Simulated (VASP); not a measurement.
## SiP7: single point with PBE

Crystal: SiP7.

```xyz
8
Lattice="5.4783 0.0000 0.0000 -2.7392 4.7444 0.0000 0.0000 0.0000 4.4982" Properties=species:S:1:pos:R:3 pbc="T T T"
Si    0.0000    0.0000    0.0000
P     0.0000    4.6482    0.0000
P     1.2863    2.4203    0.0000
P    -1.2863    2.4203    0.0000
P     1.4705    0.8490    2.2491
P     4.0078    0.8490    2.2491
P     2.7392    3.0464    2.2491
P     0.0000    3.1629    2.2491
```

```
Program             : VASP 6.6.1
Task                : single point
Functional          : PBE
Potentials or basis : VASP PAW PBE potentials, release 64 (Si, P)
Cutoff              : 500 eV
k mesh              : 3 × 3 × 3
Occupations         : gaussian, width 0.2 eV
Spin                : no spin polarisation
```

The pressure is -0.3 GPa and the largest force is 0.042 eV/Å.

Forces in eV/Å, atoms in the order of the input:
```
Si   0.000  0.000  0.000
P    0.000  0.020  0.000
P    0.017 -0.010  0.000
P   -0.017 -0.010  0.000
P   -0.037 -0.021  0.000
P    0.037 -0.021  0.000
P    0.000  0.042  0.000
P    0.000  0.000  0.000
```

Stress tensor (GPa, compression positive):
```
-0.36  0.00  0.00
 0.00 -0.36  0.00
 0.00  0.00 -0.26
```

Levels at points of the mesh, in eV from the Fermi level:
| k point | band 17 | band 18 | band 19 | band 20 | band 21 | band 22 | band 23 | band 24 |
| --- | --- | --- | --- | --- | --- | --- | --- | --- |
| (0.00, 0.00, 0.00) | -2.73 | -2.50 | -0.70 | -0.70 | 0.04 | 0.95 | 1.17 | 1.17 |

Run time: 17 s on 1 thread of Intel(R) Xeon(R) Platinum 8488C (Sapphire Rapids), with other jobs on the host, peak memory 0.22 GiB.

Caveat: the k points lie up to 0.47 Å⁻¹ apart.
